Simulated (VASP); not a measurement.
# Pb in VASP: relaxation of the atoms with PBE

Aim: the relaxation of the atoms of Pb with PBE.

Everything below comes from runs of VASP 6.6.1. Logs are shortened: lines on timing, memory, paths and dates and some standing lists are left out, and cuts for length are marked.

## Step 1: The cell of the first run

The cell holds a slab with vacuum, 4 atoms: a = 3.493 Å, b = 3.493 Å, c = 26.556 Å, α = 90.00°, β = 90.00°, γ = 120.00°.

## Step 2: Relaxation of the atoms, PBE

Contents of INCAR:

```
SYSTEM = Pb
  ALGO = Normal
  DIPOL = 0.5 0.5 0.500
  EDIFF = 1E-6
  EDIFFG = -0.04
  ENCUT = 520
  GGA = PE
  IBRION = 2
  IDIPOL = 3
  ISIF = 2
  ISMEAR = 0
  LASPH = .True.
  LCHARG = .False.
  LDIPOL = .True.
  LREAL = .False.
  LWAVE = .False.
  NELM = 80
  NSW = 60
  PREC = Accurate
  SIGMA = 0.1
```

Contents of KPOINTS:

```
k-points
0
Gamma
  9 9 1
  0 0 0
```

Contents of POSCAR:

```
Pb
1.0
    3.4928246600      0.0000000000      0.0000000000
   -1.7464123300      3.0248748800      0.0000000000
    0.0000000000      0.0000000000     26.5556381454
Pb
4
Selective dynamics
Direct
    0.6666666700      0.3333333300      0.3389110799  F F F
    0.3333333300      0.6666666700      0.4463036900  F F F
    0.0000000000      0.0000000000      0.5536963100  T T T
    0.6666666700      0.3333333300      0.6610889201  T T T
```

Potentials or basis: VASP PAW PBE potentials, release 64 (Pb_d).

Started as:

```sh
cat potpaw_PBE.64/Pb_d/POTCAR > POTCAR
mpirun -np 1 vasp_std > vasp.out
```

OUTCAR:

```text
SYSTEM = Pb
   EDIFF = 1E-6
   EDIFFG = -0.04
   ENCUT = 520
   GGA = PE
   IBRION = 2
   ISIF = 2
   ISMEAR = 0
   LASPH = .True.
   LREAL = .False.
   NELM = 80
   NSW = 60
   PREC = Accurate

 ion  position               nearest neighbor table
   1  0.667  0.333  0.339-   2 3.49   2 3.49   2 3.49
   2  0.333  0.667  0.446-   1 3.49   1 3.49   1 3.49   3 3.49   3 3.49   3 3.49
   3  0.000  0.000  0.554-   4 3.49   4 3.49   4 3.49   2 3.49   2 3.49   2 3.49
   4  0.667  0.333  0.661-   3 3.49   3 3.49   3 3.49

  LATTYP: Found a hexagonal cell.
 ALAT       =     3.4928246600
 C/A-ratio  =     7.6029118923

  Lattice vectors:

 A1 = (   3.4928246600,   0.0000000000,   0.0000000000)
 A2 = (  -1.7464123300,   3.0248748800,   0.0000000000)
 A3 = (   0.0000000000,   0.0000000000,  26.5556381454)

Analysis of symmetry for initial positions (statically):
=====================================================================
 Subroutine PRICEL returns:
 Original cell was already a primitive cell.

 Routine SETGRP: Setting up the symmetry group for a
 hexagonal supercell.

 Subroutine GETGRP returns: Found 12 space group operations
 (whereof  6 operations were pure point group operations)
 out of a pool of 24 trial point group operations.

The static configuration has the point symmetry C_3v.
 The point group associated with its full space group is D_3d.

Analysis of symmetry for dynamics (positions and initial velocities):
=====================================================================
 Subroutine PRICEL returns:
 Original cell was already a primitive cell.

 Routine SETGRP: Setting up the symmetry group for a
 hexagonal supercell.

 Subroutine GETGRP returns: Found 12 space group operations
 (whereof  6 operations were pure point group operations)
 out of a pool of 24 trial point group operations.

The dynamic configuration has the point symmetry C_3v.
 The point group associated with its full space group is D_3d.

Analysis of constrained symmetry for selective dynamics:
=====================================================================
 Subroutine PRICEL returns:
 Original cell was already a primitive cell.

 Routine SETGRP: Setting up the symmetry group for a
 hexagonal supercell.

 Subroutine GETGRP returns: Found  6 space group operations
 (whereof  6 operations were pure point group operations)
 out of a pool of 24 trial point group operations.

The constrained configuration has the point symmetry C_3v.

 Subroutine INISYM returns: Found  6 space group operations
 (whereof  6 operations are pure point group operations),
 and found     1 'primitive' translations

----------------------------------------------------------------------------------------

                                     Primitive cell

  volume of cell :     280.5698

  direct lattice vectors                    reciprocal lattice vectors
     3.492824660  0.000000000  0.000000000     0.286301231  0.165296093  0.000000000
    -1.746412330  3.024874880  0.000000000     0.000000000  0.330592186  0.000000000
     0.000000000  0.000000000 26.555638145     0.000000000  0.000000000  0.037656787

  length of vectors
     3.492824660  3.492824654 26.555638145     0.330592186  0.330592186  0.037656787

  position of ions in fractional coordinates (direct lattice)
     0.666666670  0.333333330  0.338911080
     0.333333330  0.666666670  0.446303690
     0.000000000  0.000000000  0.553696310
     0.666666670  0.333333330  0.661088920

  ion indices of the primitive-cell ions
   primitive index   ion index
                 1           1
                 2           2
                 3           3
                 4           4

----------------------------------------------------------------------------------------

 KPOINTS: k-points

Automatic generation of k-mesh.
 Grid dimensions read from file:
 generate k-points for:    9    9    1

 Generating k-lattice:

  Cartesian coordinates                     Fractional coordinates (reciprocal lattice)
     0.031811248  0.018366233  0.000000000     0.111111111 -0.000000000  0.000000000
     0.000000000  0.036732465  0.000000000     0.000000000  0.111111111  0.000000000
     0.000000000  0.000000000  0.037656787     0.000000000  0.000000000  1.000000000

  Length of vectors
     0.036732465  0.036732465  0.037656787

  Shift w.r.t. Gamma in fractional coordinates (k-lattice)
     0.000000000  0.000000000  0.000000000

 Subroutine IBZKPT returns following result:
 ===========================================

 Found     12 irreducible k-points:

 Following reciprocal coordinates:
            Coordinates               Weight
  0.000000  0.000000  0.000000      1.000000
  0.111111  0.000000  0.000000      6.000000
  0.222222 -0.000000  0.000000      6.000000
  0.333333  0.000000  0.000000      6.000000
  0.444444 -0.000000  0.000000      6.000000
  0.111111  0.111111  0.000000      6.000000
  0.222222  0.111111  0.000000     12.000000
  0.333333  0.111111  0.000000     12.000000
  0.444444  0.111111  0.000000      6.000000
  0.222222  0.222222  0.000000      6.000000
  0.333333  0.222222  0.000000     12.000000
  0.333333  0.333333  0.000000      2.000000
   k-points           NKPTS =     12   k-points in BZ     NKDIM =     12   number of bands    NBANDS=     33
   number of dos      NEDOS =    301   number of ions     NIONS =      4
   total plane-waves  NPLWV = 156800
   dimension x,y,z NGX =    28 NGY =   28 NGZ =  200
   dimension x,y,z NGXF=    56 NGYF=   56 NGZF=  400
   ions per type =               4
   NGX,Y,Z   is equivalent  to a cutoff of  13.33, 13.33, 12.52 a.u.
   NGXF,Y,Z  is equivalent  to a cutoff of  26.65, 26.65, 25.04 a.u.
 SYSTEM =  Pb
   PREC   = accura    normal or accurate (medium, high low for compatibility)
   ISTART =      0    job   : 0-new  1-cont  2-samecut
   ICHARG =      2    charge: 1-file 2-atom 10-const
   ISPIN  =      1    spin polarized calculation?
   LNONCOLLINEAR =      F non collinear calculations
   LSORBIT =      F    spin-orbit coupling
   LASPH  =      T    aspherical Exc in radial PAW
   ENCUT  =  520.0 eV  38.22 Ry    6.18 a.u.   6.49  6.49 49.38*2*pi/ulx,y,z
   NELM   =     80;   NELMIN=  2; NELMDL= -5     # of ELM steps
   EDIFF  = 0.1E-05   stopping-criterion for ELM
   LREAL  =      F    real-space projection
   EDIFFG = -.4E-01   stopping-criterion for IOM
   NSW    =     60    number of steps for IOM
   IBRION =      2    ionic relax: 0-MD 1-quasi-New 2-CG
   NFREE  =      1    steps in history (QN), initial steepest desc. (CG)
   ISIF   =      2    stress and relaxation
   ISYM   =      2    0-nonsym 1-usesym 2-fastsym
   POTIM  = 0.5000    time-step for ionic-motion
   TEBEG  =    0.0;   TEEND  =   0.0 temperature during run
   PSTRESS=    0.0 pullay stress
   NELECT =      56.0000    total number of electrons
   NUPDOWN=      -1.0000    fix difference up-down
   EMIN   =  10.00;   EMAX   =-10.00  energy-range for DOS
   EFERMI =   0.00;   METHOD = LEGACY
   ISMEAR =     0;   SIGMA  =   0.10  broadening in eV -4-tet -1-fermi 0-gaus
   EFERMI_NEDOS =   21; number of points for ismear=-14 and -15
   IALGO  =     38    algorithm
   IMIX   =      4    mixing-type and parameters
     AMIX     =   0.40;   BMIX     =  1.00
     AMIX_MAG =   1.60;   BMIX_MAG =  1.00
  volume/ion in A,a.u.               =      70.14       473.34
  Fermi-wavevector in a.u.,A,eV,Ry     =   0.956732  1.807962 12.453917  0.915337
  Thomas-Fermi vector in A             =   2.085687
   LORBIT       =      0    0 simple, 1 ext, 2 COOP (PROOUT), +10 PAW based schemes
   GGA     = PE    functional components
   LHFCALC =     F    Hartree Fock is set to
   AEXX    =    0.0000 exact exchange contribution
   IVDW    =     0    specifies the selected vdW correction
   LEPSILON=     F    determine dielectric tensor
   LRPA    =     F    only Hartree local field effects (RPA)
 conjugate gradient relaxation of ions
 non-spin polarized calculation
 Gauss-broadening in eV      SIGMA  =   0.10
  energy-cutoff  :      520.00
  volume of cell :      280.57
 maximum number of plane-waves:      7623
 NGX is ok and might be reduce to    28
   NGX = 13   NGY = 13   NGZ = 99

--------------------------------------- Ionic step        1  -------------------------------------------

 number of electron      55.9999993 magnetization

 Free energy of the ion-electron system (eV)
  ---------------------------------------------------
  ext. energy  EPLUGINS =         0.00000000
  ---------------------------------------------------
  free energy    TOTEN  =       -13.92360076 eV

  energy without entropy =      -13.91264151  energy(sigma->0) =      -13.91812113

------------------------ aborting loop because EDIFF is reached ----------------------------------------

  FORCE on cell =-STRESS in cart. coord.  units (eV):
  Direction    XX          YY          ZZ          XY          YZ          ZX
  --------------------------------------------------------------------------------------
  -------------------------------------------------------------------------------------
  Total        0.5384855      0.5384855      0.2343606     -0.0000000     -0.0000000      0.0000000
  in kB        3.0749895      3.0749895      1.3383022     -0.0000000     -0.0000000      0.0000000
  external PRESSURE =       2.4960937 kB  Pullay stress =       0.0000000 kB
[... 285 lines left out ...]
  FREE ENERGIE OF THE ION-ELECTRON SYSTEM (eV)
  ---------------------------------------------------
  free  energy   TOTEN  =       -13.9435151534 eV

  energy  without entropy=      -13.9346121357  energy(sigma->0) =      -13.93906364

 dipolmoment           0.000000      0.000000     -0.003096 electrons x Angstroem

--------------------------------------- Ionic step        9  -------------------------------------------

 number of electron      55.9999996 magnetization

 dipolmoment           0.000000      0.000000      0.000895 electrons x Angstroem

 Free energy of the ion-electron system (eV)
  ---------------------------------------------------
  ext. energy  EPLUGINS =         0.00000000
  ---------------------------------------------------
  free energy    TOTEN  =       -13.94722888 eV

  energy without entropy =      -13.93768371  energy(sigma->0) =      -13.94245629

 E-fermi :   0.9911     XC(G=0):  -4.9986

 val. band max:        0.9137061659   @ k =   0.3333   0.2222   0.0000
 cond. band min:       1.0734591533   @ k =   0.2222   0.1111   0.0000
 fundamental gap:      0.1597529873
 Fermi energy:         0.9911208059

 k-point     1 :       0.0000    0.0000    0.0000
  band No.  band energies     occupation
      1     -16.0913      2.00000
      2     -16.0807      2.00000
      3     -16.0412      2.00000
      4     -16.0412      2.00000
      5     -16.0351      2.00000
      6     -16.0326      2.00000
[... 421 lines left out ...]
     32       0.7345      1.99972
     33       3.1328      0.00000

------------------------ aborting loop because EDIFF is reached ----------------------------------------

 vacuum level on the upper side and lower side of the slab       (xc-potential included)        -0.019        -0.012

  FORCE on cell =-STRESS in cart. coord.  units (eV):
  Direction    XX          YY          ZZ          XY          YZ          ZX
  --------------------------------------------------------------------------------------
  -------------------------------------------------------------------------------------
  Total        0.4010283      0.4010283     -0.1523856      0.0000000      0.0000000     -0.0000000
  in kB        2.2900483      2.2900483     -0.8701888      0.0000000      0.0000000     -0.0000000
  external PRESSURE =       1.2366359 kB  Pullay stress =       0.0000000 kB
[... 19 lines left out ...]
  FREE ENERGIE OF THE ION-ELECTRON SYSTEM (eV)
  ---------------------------------------------------
  free  energy   TOTEN  =       -13.9472288775 eV

  energy  without entropy=      -13.9376837099  energy(sigma->0) =      -13.94245629

 reached required accuracy - stopping structural energy minimisation

 vacuum level on the upper side and lower side of the slab         4.687         4.771
```

Wall time 18 min (1 thread of Intel Xeon Platinum 8259CL at 2.50GHz (Skylake/Cascade Lake), shared host); peak memory 0.42 GiB.

What came out:

```
Free energy               : -13.9472 eV
Energy gained by relaxing : 5.9 meV/atom
Ionic steps               : 9
Band gap on the k mesh    : zero (bands 28 and 29 overlap by 4.45 eV)
```

The path:
| step | energy change (eV) | largest force on free atoms (eV/Å) | pressure (GPa) |
| --- | --- | --- | --- |
| 1 | 0.0000 | 0.3123 | 0.25 |
| 2 | -0.0046 | 0.2690 | 0.27 |
| 3 | -0.0137 | 0.1281 | 0.26 |
| 4 | -0.0078 | 0.2862 | 0.38 |
| 5 | -0.0156 | 0.1026 | 0.29 |
| 6 | -0.0156 | 0.1130 | 0.30 |
| 7 | -0.0168 | 0.1002 | 0.28 |
| 8 | -0.0199 | 0.0716 | 0.23 |
| 9 | -0.0236 | 0.0320 | 0.12 |

Final structure:
```xyz
4
Lattice="3.4928 0.0000 0.0000 -1.7464 3.0249 0.0000 0.0000 0.0000 26.5556" Properties=species:S:1:pos:R:3 pbc="T T T"
Pb    1.7464    1.0083    9.0000
Pb    0.0000    2.0166   11.8519
Pb    0.0000    0.0000   14.8584
Pb    1.7464    1.0083   17.6355
```

Caveat: spin-orbit coupling is left out, which moves the levels of the heavy elements.

The gap in the log of VASP goes by the Fermi energy; the results here count the filled bands.